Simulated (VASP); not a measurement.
# Si (Ibca) in VASP: notebook, part 3 of 3

VASP 6.6.1. The steps go on from the part before.

**5. Single point, PBE (17.47 Å³/atom)**

This run uses another cell than the first one, of 17.47 Å³/atom.

The input, INCAR:

```
SYSTEM = Si
ALGO = Normal
EDIFF = 1E-6
ENCUT = 520
GGA = PE
ISIF = 2
ISMEAR = 0
LASPH = .TRUE.
LCHARG = .TRUE.
LELF = .TRUE.
LREAL = .FALSE.
LVHAR = .TRUE.
LWAVE = .FALSE.
NBANDS = 26
NELM = 100
PREC = Accurate
SIGMA = 0.15
```

The input, KPOINTS:

```
k-points
0
G
  10 10 10
  0 0 0
```

The input, POSCAR:

```
Si
1.0
   -3.4033452184      3.4033452184      3.0167252016
    3.4033452184     -3.4033452184      3.0167252016
    3.4033452184      3.4033452184     -3.0167252016
Si
8
Direct
    0.2028545115      0.2028545115      0.2028545115
    0.5000000000      0.0000000000      0.2971454885
    0.2971454885      0.5000000000      0.0000000000
    0.0000000000      0.2971454885      0.5000000000
    0.7971454885      0.7971454885      0.7971454885
    0.5000000000      0.0000000000      0.7028545115
    0.7028545115      0.5000000000      0.0000000000
    0.0000000000      0.7028545115      0.5000000000
```

Potentials or basis: VASP PAW PBE potentials, release 64 (Si).

Launch:

```
$ cat potpaw_PBE.64/Si/POTCAR > POTCAR
$ mpirun -np 1 vasp_std > vasp.out
```

OUTCAR:

```text
SYSTEM = Si
   EDIFF = 1E-6
   ENCUT = 520
   GGA = PE
   ISIF = 2
   ISMEAR = 0
   LASPH = .TRUE.
   LREAL = .FALSE.
   NELM = 100
   PREC = Accurate

 ion  position               nearest neighbor table
   1  0.203  0.203  0.203-   3 2.26   5 2.30   4 2.36   2 2.45
   2  0.500  0.000  0.297-   4 2.26   6 2.30   3 2.36   1 2.45
   3  0.297  0.500  0.000-   1 2.26   7 2.30   2 2.36   4 2.45
   4  0.000  0.297  0.500-   2 2.26   8 2.30   1 2.36   3 2.45
   5  0.797  0.797  0.797-   7 2.26   1 2.30   8 2.36   6 2.45
   6  0.500  0.000  0.703-   8 2.26   2 2.30   7 2.36   5 2.45
   7  0.703  0.500  0.000-   5 2.26   3 2.30   6 2.36   8 2.45
   8  0.000  0.703  0.500-   6 2.26   4 2.30   5 2.36   7 2.45

  LATTYP: Found a body centered tetragonal cell.
 ALAT       =     6.8066904368
 C/A-ratio  =     0.8864000000

  Lattice vectors:

 A1 = (  -3.4033452184,   3.4033452184,   3.0167252016)
 A2 = (   3.4033452184,  -3.4033452184,   3.0167252016)
 A3 = (   3.4033452184,   3.4033452184,  -3.0167252016)

Analysis of symmetry for initial positions (statically):
=====================================================================
 Subroutine PRICEL returns:
 Original cell was already a primitive cell.

 Routine SETGRP: Setting up the symmetry group for a
 body centered tetragonal supercell.

 Subroutine GETGRP returns: Found  8 space group operations
 (whereof  2 operations were pure point group operations)
 out of a pool of 16 trial point group operations.

The static configuration has the point symmetry S_2 .
 The point group associated with its full space group is D_2h.

Analysis of symmetry for dynamics (positions and initial velocities):
=====================================================================
 Subroutine PRICEL returns:
 Original cell was already a primitive cell.

 Routine SETGRP: Setting up the symmetry group for a
 body centered tetragonal supercell.

 Subroutine GETGRP returns: Found  8 space group operations
 (whereof  2 operations were pure point group operations)
 out of a pool of 16 trial point group operations.

The dynamic configuration has the point symmetry S_2 .
 The point group associated with its full space group is D_2h.

 Subroutine INISYM returns: Found  8 space group operations
 (whereof  2 operations are pure point group operations),
 and found     1 'primitive' translations

----------------------------------------------------------------------------------------

                                     Primitive cell

  volume of cell :     139.7680

  direct lattice vectors                    reciprocal lattice vectors
    -3.403345218  3.403345218  3.016725202     0.000000000  0.146914276  0.165742640
     3.403345218 -3.403345218  3.016725202     0.146914276  0.000000000  0.165742640
     3.403345218  3.403345218 -3.016725202     0.146914276  0.146914276  0.000000000

  length of vectors
     5.680329946  5.680329946  5.680329946     0.221482341  0.221482341  0.207768162

  position of ions in fractional coordinates (direct lattice)
     0.202854512  0.202854512  0.202854512
     0.500000000  0.000000000  0.297145488
     0.297145489  0.500000000  0.000000000
[... 38 lines left out ...]
 Subroutine IBZKPT returns following result:
 ===========================================

 Found    171 irreducible k-points:

 Following reciprocal coordinates:
            Coordinates               Weight
  0.000000  0.000000  0.000000      1.000000
  0.100000  0.000000  0.000000      4.000000
  0.100000  0.000000 -0.100000      4.000000
  0.200000  0.000000  0.000000      4.000000
  0.200000  0.000000 -0.200000      4.000000
  0.300000  0.000000 -0.000000      4.000000
[... 16 lines left out ...]
 -0.300000  0.100000  0.000000      8.000000
 -0.200000  0.000000  0.300000      8.000000
 [... further k-points ...]
   k-points           NKPTS =    171   k-points in BZ     NKDIM =    171   number of bands    NBANDS=     26
   number of dos      NEDOS =    301   number of ions     NIONS =      8
   total plane-waves  NPLWV =  74088
   dimension x,y,z NGX =    42 NGY =   42 NGZ =   42
   dimension x,y,z NGXF=    84 NGYF=   84 NGZF=   84
   ions per type =               8
   NGX,Y,Z   is equivalent  to a cutoff of  12.29, 12.29, 12.29 a.u.
   NGXF,Y,Z  is equivalent  to a cutoff of  24.58, 24.58, 24.58 a.u.
 SYSTEM =  Si
   PREC   = accura    normal or accurate (medium, high low for compatibility)
   ISTART =      0    job   : 0-new  1-cont  2-samecut
   ICHARG =      2    charge: 1-file 2-atom 10-const
   ISPIN  =      1    spin polarized calculation?
   LNONCOLLINEAR =      F non collinear calculations
   LSORBIT =      F    spin-orbit coupling
   LASPH  =      T    aspherical Exc in radial PAW
   ENCUT  =  520.0 eV  38.22 Ry    6.18 a.u.  10.56 10.56 10.56*2*pi/ulx,y,z
   NELM   =    100;   NELMIN=  2; NELMDL= -5     # of ELM steps
   EDIFF  = 0.1E-05   stopping-criterion for ELM
   LREAL  =      F    real-space projection
   EDIFFG = 0.1E-04   stopping-criterion for IOM
   NSW    =      0    number of steps for IOM
   IBRION =     -1    ionic relax: 0-MD 1-quasi-New 2-CG
   NFREE  =      0    steps in history (QN), initial steepest desc. (CG)
   ISIF   =      2    stress and relaxation
   ISYM   =      2    0-nonsym 1-usesym 2-fastsym
   POTIM  = 0.5000    time-step for ionic-motion
   TEBEG  =    0.0;   TEEND  =   0.0 temperature during run
   PSTRESS=    0.0 pullay stress
   NELECT =      32.0000    total number of electrons
   NUPDOWN=      -1.0000    fix difference up-down
   EMIN   =  10.00;   EMAX   =-10.00  energy-range for DOS
   EFERMI =   0.00;   METHOD = LEGACY
   ISMEAR =     0;   SIGMA  =   0.15  broadening in eV -4-tet -1-fermi 0-gaus
   EFERMI_NEDOS =   21; number of points for ismear=-14 and -15
   IALGO  =     38    algorithm
   IMIX   =      4    mixing-type and parameters
     AMIX     =   0.40;   BMIX     =  1.00
     AMIX_MAG =   1.60;   BMIX_MAG =  1.00
  volume/ion in A,a.u.               =      17.47       117.90
  Fermi-wavevector in a.u.,A,eV,Ry     =   1.001511  1.892581 13.646964  1.003024
  Thomas-Fermi vector in A             =   2.133937
   LORBIT       =      0    0 simple, 1 ext, 2 COOP (PROOUT), +10 PAW based schemes
   GGA     = PE    functional components
   LHFCALC =     F    Hartree Fock is set to
   AEXX    =    0.0000 exact exchange contribution
   IVDW    =     0    specifies the selected vdW correction
   LEPSILON=     F    determine dielectric tensor
   LRPA    =     F    only Hartree local field effects (RPA)
 non-spin polarized calculation
 Gauss-broadening in eV      SIGMA  =   0.15
  energy-cutoff  :      520.00
  volume of cell :      139.77
 maximum number of plane-waves:      3803
   NGX = 21   NGY = 21   NGZ = 21

 number of electron      31.9999996 magnetization

 Free energy of the ion-electron system (eV)
  ---------------------------------------------------
  ext. energy  EPLUGINS =         0.00000000
  ---------------------------------------------------
  free energy    TOTEN  =       -41.38017892 eV

  energy without entropy =      -41.36495909  energy(sigma->0) =      -41.37256900

 E-fermi :   7.5921     XC(G=0): -10.1488

 val. band max:        7.5900598696   @ k =   0.3000  -0.2000   0.2000
 cond. band min:       7.5930616995   @ k =  -0.2000   0.2000   0.1000
 fundamental gap:      0.0030018299
 Fermi energy:         7.5920994215

 k-point     1 :       0.0000    0.0000    0.0000
  band No.  band energies     occupation
      1      -5.4498      2.00000
      2      -1.1751      2.00000
      3      -0.8569      2.00000
      4      -0.2793      2.00000
      5      -0.0061      2.00000
      6       0.8365      2.00000
[... 685 lines left out ...]
     25      12.6239      0.00000
     26      12.8224      0.00000

 [... further k-points ...]
[... 5 lines left out ...]
  --------------------------------------------------------------------------------------
  -------------------------------------------------------------------------------------
  Total        0.1692312      1.1670554     14.7119886     -0.0000000      0.0000000      0.0000000
  in kB        1.9399173     13.3780959    168.6452879     -0.0000000      0.0000000      0.0000000
  external PRESSURE =      61.3211003 kB  Pullay stress =       0.0000000 kB

 VOLUME and BASIS-vectors are now :
 -----------------------------------------------------------------------------
  energy-cutoff  :      520.00
  volume of cell :      139.77
      direct lattice vectors                 reciprocal lattice vectors
    -3.403345218  3.403345218  3.016725202     0.000000000  0.146914276  0.165742640
     3.403345218 -3.403345218  3.016725202     0.146914276  0.000000000  0.165742640
     3.403345218  3.403345218 -3.016725202     0.146914276  0.146914276  0.000000000

 POSITION                                       TOTAL-FORCE (eV/Angst)
 -----------------------------------------------------------------------------------
      0.69038      0.69038      0.61196         0.014344      0.935465     -0.384573
     -0.69038      2.71296      0.61196        -0.014344     -0.935465     -0.384573
      0.69038     -0.69038      2.40477         0.014344     -0.935465      0.384573
      2.71296      0.69038     -0.61196        -0.014344      0.935465      0.384573
      2.71296      2.71296      2.40477        -0.014344     -0.935465      0.384573
      0.69038      4.09373     -0.61196         0.014344      0.935465      0.384573
     -0.69038      0.69038      3.62868        -0.014344      0.935465     -0.384573
      4.09373     -0.69038      0.61196         0.014344     -0.935465     -0.384573
 -----------------------------------------------------------------------------------
    total drift:                                0.000000     -0.000000     -0.000000

  FREE ENERGIE OF THE ION-ELECTRON SYSTEM (eV)
  ---------------------------------------------------
  free  energy   TOTEN  =       -41.3801789173 eV

  energy  without entropy=      -41.3649590903  energy(sigma->0) =      -41.37256900
```

Run time: 4.4 min. Hardware: 1 thread of Intel Xeon 6975P-C (Granite Rapids), shared host; peak memory 0.54 GiB.

What came out:

```
Free energy            : -41.3802 eV
Pressure               : 6.1 GPa
Largest force          : 1.012 eV/Å
Band gap on the k mesh : zero (bands 16 and 17 overlap by 0.50 eV)
```

Forces on the atoms (eV/Å):
```
Si   0.014  0.935 -0.385
Si  -0.014 -0.935 -0.385
Si   0.014 -0.935  0.385
Si  -0.014  0.935  0.385
Si  -0.014 -0.935  0.385
Si   0.014  0.935  0.385
Si  -0.014  0.935 -0.385
Si   0.014 -0.935 -0.385
```

Stress tensor (GPa, compression positive):
```
 0.19  0.00  0.00
 0.00  1.34  0.00
 0.00  0.00 16.86
```

Caveat: the stress differs along the axes, from 0 to 17 GPa; semilocal functionals underestimate gaps, and a narrow one can read as zero; forces of over 1 eV/Å act on the atoms, so gaps and moduli don't describe the material at rest.

**6. Summary**

```csv
cell,gap on the mesh (eV),pressure (GPa),largest force (eV/Å)
"a = 5.627 Å, angles 106.4, 106.4, 115.8°, 8 atoms",none,9.7,1.19
"a = 5.627 Å, angles 112.9, 112.9, 102.8°, 8 atoms",none,9.8,1.11
"a = 5.665 Å, angles 110.6, 110.6, 107.3°, 8 atoms",none,5.9,0.40
"a = 5.680 Å, angles 106.4, 106.4, 115.8°, 8 atoms",none,6.1,1.01
```

Alike in all rows: task single point; level PBE; potentials or basis VASP PAW PBE potentials, release 64 (Si); no spin polarisation; k mesh 10 × 10 × 10; cutoff (eV) 520; smearing gaussian 0.15 eV.

Caveats: semilocal functionals underestimate gaps, and a narrow one can read as zero; forces of over 1 eV/Å act on the atoms, so gaps and moduli don't describe the material at rest (at least some runs); the stress differs along the axes, from 4 to 21 GPa (at least some runs); the stress differs along the axes, from -3 to 17 GPa (at least some runs); the stress differs along the axes, from 1 to 8 GPa (at least some runs); the stress differs along the axes, from 0 to 17 GPa (at least some runs).

Absolute energies hang on the potentials; compare differences alone.
